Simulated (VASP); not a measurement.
Ru2C: relaxation of cell and atoms with PBE

The system is Ru2C.

```
Ru C
1.0
     2.90855    0.00000    0.00000
    -1.45428    2.51888    0.00000
     0.00000    0.00000    4.37069
Ru C
2 1
Cartesian
  1.4543 0.8396 1.0783
  0.0000 1.6793 3.2924
  0.0000 0.0000 2.1853
```

- Program: VASP 6.6.1
- Task: relaxation of cell and atoms
- Functional: PBE
- Potentials or basis: VASP PAW PBE potentials, release 64 (Ru_pv, C)
- Cutoff: 600 eV
- k mesh: 6 × 6 × 4
- Occupations: gaussian, width 0.1 eV
- Spin: no spin polarisation
- Dipole correction: no
- Further INCAR settings: ALGO = Normal; EDIFF = 1e-06; IBRION = 2; EDIFFG = -0.04; NSW = 90; ISIF = 3

```yaml
Relaxed_volume: 11.46 Å³/atom
Relaxed_cell: a = 2.839 Å, b = 2.839 Å, c = 4.927 Å, α = 90.00°, β = 90.00°, γ = 120.00°
Space_group_after_relaxing_to_0.05_Å: P-3m1 (No. 164)
Energy_gained_by_relaxing: 137.5 meV/atom
Ionic_steps: 31
Pressure_after_relaxing: -0.3 GPa
Largest_force_after_relaxing: 0.033 eV/Å
Band_gap_on_the_k_mesh: zero (band 16 reaches 12.44 eV, above the bottom of band 17 at 10.90 eV)
```

Forces in eV/Å, atoms in the order of the input:
```
Ru   0.000  0.000  0.033
Ru   0.000  0.000 -0.033
C    0.000  0.000  0.000
```

Stress tensor (GPa, compression positive):
```
-0.36  0.00  0.00
 0.00 -0.36  0.00
 0.00  0.00 -0.25
```

Step by step:
| step | energy change (eV) | largest force (eV/Å) | pressure (GPa) | volume (Å³) |
| --- | --- | --- | --- | --- |
| 1 | 0.0000 | 0.0155 | 33.41 | 32.02 |
| 2 | 0.9442 | 2.0891 | -38.92 | 43.47 |
| 3 | -0.3000 | 0.8952 | -2.71 | 35.36 |
| 4 | -0.3018 | 0.8449 | -0.89 | 35.13 |
| 5 | -0.3018 | 0.8304 | -0.35 | 35.07 |
| 6 | -0.3396 | 0.2567 | 0.99 | 35.31 |
| 7 | -0.3400 | 0.1548 | 0.76 | 35.29 |
| 8 | -0.3439 | 0.0953 | -1.78 | 35.55 |
| 9 | -0.3446 | 0.0688 | -3.25 | 35.70 |
| 10 | -0.3457 | 0.0783 | -3.40 | 35.71 |
| 11 | -0.3498 | 0.1042 | -3.93 | 35.74 |
| 12 | -0.3589 | 0.1291 | -4.94 | 35.79 |
| 13 | -0.3710 | 0.0512 | -6.73 | 35.88 |
| 14 | -0.3765 | 0.0770 | -6.15 | 35.77 |
| 15 | -0.3858 | 0.2042 | -4.52 | 35.48 |
| 16 | -0.3867 | 0.5472 | -0.79 | 34.88 |
| 17 | -0.3895 | 0.3769 | -2.90 | 35.20 |
| 18 | -0.3896 | 0.4108 | -2.54 | 35.15 |
| 19 | -0.3934 | 0.3969 | -1.96 | 35.05 |
| 20 | -0.4016 | 0.3506 | -0.17 | 34.76 |
| 21 | -0.4018 | 0.2347 | 3.83 | 34.18 |
| 22 | -0.4045 | 0.2967 | 1.83 | 34.46 |
| 23 | -0.4073 | 0.1668 | 0.70 | 34.53 |
| 24 | -0.4082 | 0.0388 | -0.52 | 34.60 |
| 25 | -0.4082 | 0.0504 | -0.50 | 34.60 |
| 26 | -0.4090 | 0.0420 | -0.34 | 34.56 |
| 27 | -0.4109 | 0.0183 | -0.06 | 34.46 |
| 28 | -0.4120 | 0.0561 | 0.56 | 34.25 |
| 29 | -0.4121 | 0.0293 | 0.37 | 34.31 |
| 30 | -0.4121 | 0.0338 | 0.39 | 34.30 |
| 31 | -0.4124 | 0.0330 | -0.32 | 34.38 |

Final structure:
```yaml
crystal:
  lattice:
    - [2.83860, 0.00000, 0.00000]
    - [-1.41930, 2.45830, 0.00000]
    - [0.00000, 0.00000, 4.92730]
  atoms:
    - { symbol: Ru, position: [0.66667, 0.33333, 0.23838] }
    - { symbol: Ru, position: [0.33333, 0.66667, 0.76162] }
    - { symbol: C, position: [0.00000, 0.00000, 0.50000] }
```

Levels at points of the mesh, in eV from the Fermi level:
| k point | band 12 | band 13 | band 14 | band 15 | band 16 | band 17 | band 18 | band 19 | band 20 |
| --- | --- | --- | --- | --- | --- | --- | --- | --- | --- |
| (0.00, 0.00, 0.00) | -2.62 | -2.32 | -2.32 | -1.34 | -1.34 | -0.76 | -0.76 | 0.60 | 5.12 |
| (0.50, 0.00, 0.00) | -3.04 | -2.12 | 0.23 | 0.64 | 0.64 | 0.98 | 1.67 | 2.30 | 3.30 |
| (0.00, 0.00, 0.50) | -2.76 | -2.58 | -2.58 | -0.49 | -0.49 | -0.45 | -0.45 | 2.02 | 4.13 |
| (0.50, 0.00, 0.50) | -2.16 | -1.96 | -1.47 | -1.17 | 0.78 | 0.88 | 1.11 | 2.34 | 5.16 |

It took 4.3 min on 1 thread of Intel(R) Xeon(R) Platinum 8488C (Sapphire Rapids), on a shared host, peak memory 0.17 GiB.

Caveat: the k points lie up to 0.43 Å⁻¹ apart in the final cell.
